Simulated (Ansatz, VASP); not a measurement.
# MoP in VASP and in Ansatz

File POSCAR:

```
MoP
1.0
    3.2351427781      0.0000000000      0.0000000000
   -1.6175713891      2.8017158307      0.0000000000
    0.0000000000      0.0000000000      3.1814445020
Mo P
1 1
Direct
    0.0000000000      0.0000000000      0.0000000000
    0.3333333333      0.6666666667      0.5000000000
```

INCAR.step1

```
PREC = Accurate
ENCUT = 550
ISMEAR = -1
SIGMA = 0.15
LREAL = False
LASPH = True
NELM = 120
GGA = PE
ALGO = Normal
EDIFF = 1E-5
LWAVE = True
LCHARG = False
GGA_COMPAT = False
IBRION = 2
ISIF = 3
EDIFFG = -0.005
NELMIN = 4
NSW = 100
```

Contents of INCAR.step2:

```
PREC = Accurate
ENCUT = 550
EDIFF = 1E-7
ISMEAR = -1
SIGMA = 0.15
LREAL = False
LASPH = True
NELM = 120
ALGO = Normal
ISIF = 3
LWAVE = False
LCHARG = False
METAGGA = R2SCAN
LMIXTAU = True
IBRION = 2
NSW = 80
EDIFFG = -0.001
ISTART = 1
GGA_COMPAT = False
NELMIN = 4
```

The input KPOINTS:

```
Automatic mesh
0
Gamma
  15 15 14
```

Input for Ansatz:

```yaml
crystal:
  lattice:
    - [3.2351427781, 0.0, 0.0]
    - [-1.6175713891, 2.8017158307, 0.0]
    - [0.0, 0.0, 3.181444502]
  atoms:
    - { symbol: Mo, position: [0.0, 0.0, 0.0] }
    - { symbol: P, position: [0.3333333333, 0.6666666667, 0.5] }
basis:
  ecutwfc: 500
kpoints:
  mp_grid: { grid: [15, 15, 14] }
hamiltonian:
  xc: r2scan
scf:
  occupations: { method: fermi_dirac, width: 0.15 }
output:
  forces: true
  stress: true
  eigenvalues: true
  write_density: true
  write_potential: true
  elf: true
  volumetric_format: npy
relax:
  adjacent_minimum: "off"
  f_tol: 0.001
  max_steps: 60
  cell: { stress_tol: 0.01 }
```

Alike in both runs: task relaxation of cell and atoms; functional r2SCAN; k mesh 15 × 15 × 14; occupations fermi-dirac, width 0.15 eV; no spin polarisation.

|  | VASP | Ansatz |
| --- | --- | --- |
| version | VASP 6.6.1 | Ansatz 0.2.0 |
| potentials or method | VASP PAW PBE potentials, release 64 (Mo_sv, P), cutoff 550 eV | scalar-relativistic, plane waves, PAW |
| valence electrons in the cell | 19 | 19 |

Ansatz gave:

| Property | Result |
| --- | --- |
| gap on the k mesh at the Fermi level, each at its own relaxed structure (eV) | none |
| relaxed volume (Å³/atom) | 14.44 |
| relaxed cell length with the largest relative difference (Å) | 3.238 |

Question: What did VASP give for the same quantities?

Answer: gap on the k mesh at the Fermi level, each at its own relaxed structure (eV): none; relaxed volume (Å³/atom): 14.45; relaxed cell length with the largest relative difference (Å): 3.240.

VASP's potentials were made for PBE, not for r2SCAN. A gap of «none» marks a metal or a gap that the smearing closes.
